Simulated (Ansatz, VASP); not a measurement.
# One calculation of ZnAu, two programs

INCAR

```
ALGO = Normal
EDIFF = 1E-6
ENCUT = 500
GGA = PE
GGA_COMPAT = False
ISIF = 2
ISMEAR = 0
LASPH = True
LCHARG = False
LREAL = False
LWAVE = False
NBANDS = 18
NELM = 120
PREC = Accurate
SIGMA = 0.05
```

File KPOINTS:

```
k-points
0
Gamma
  8 8 8
```

File POSCAR:

```
ZnAu
1.0
    3.1885529614      0.0000000000      0.0000000000
    0.0000000000      3.1885529614      0.0000000000
    0.0000000000      0.0000000000      3.1885529614
Zn Au
1 1
Direct
    0.5000000000      0.5000000000      0.5000000000
    0.0000000000      0.0000000000      0.0000000000
```

Input for Ansatz:

```yaml
crystal:
  lattice:
    - [3.1885529614, 0.0, 0.0]
    - [0.0, 3.1885529614, 0.0]
    - [0.0, 0.0, 3.1885529614]
  atoms:
    - { symbol: Zn, position: [0.5, 0.5, 0.5] }
    - { symbol: Au, position: [0.0, 0.0, 0.0] }
basis:
  ecutwfc: 420
  ecutrho_ratio: 4
kpoints:
  mp_grid: { grid: [8, 8, 8] }
hamiltonian:
  xc: pbe
scf:
  occupations: { method: gaussian, width: 0.05 }
output:
  forces: true
  stress: true
  eigenvalues: true
```

Alike in both runs: task single point; functional PBE; k mesh 8 × 8 × 8; occupations gaussian, width 0.05 eV; no spin polarisation.

|  | VASP | Ansatz |
| --- | --- | --- |
| version | VASP 6.6.1 | Ansatz 0.2.0 |
| potentials or method | VASP PAW PBE potentials, release 64 (Zn, Au), cutoff 500 eV | scalar-relativistic, plane waves, PAW |
| valence electrons in the cell | 23 | 31 |

```csv
,VASP,Ansatz,Ansatz less VASP
gap on the k mesh at the Fermi level (eV),none,none,-
pressure (GPa),0.0,0.0,-0.04
```

A gap of «none» marks a metal or a gap that the smearing closes. VASP's potentials hold 23 valence electrons a cell and Ansatz's 31, so a difference there can come from the potentials and not from the codes.

Spin-orbit coupling is off throughout.
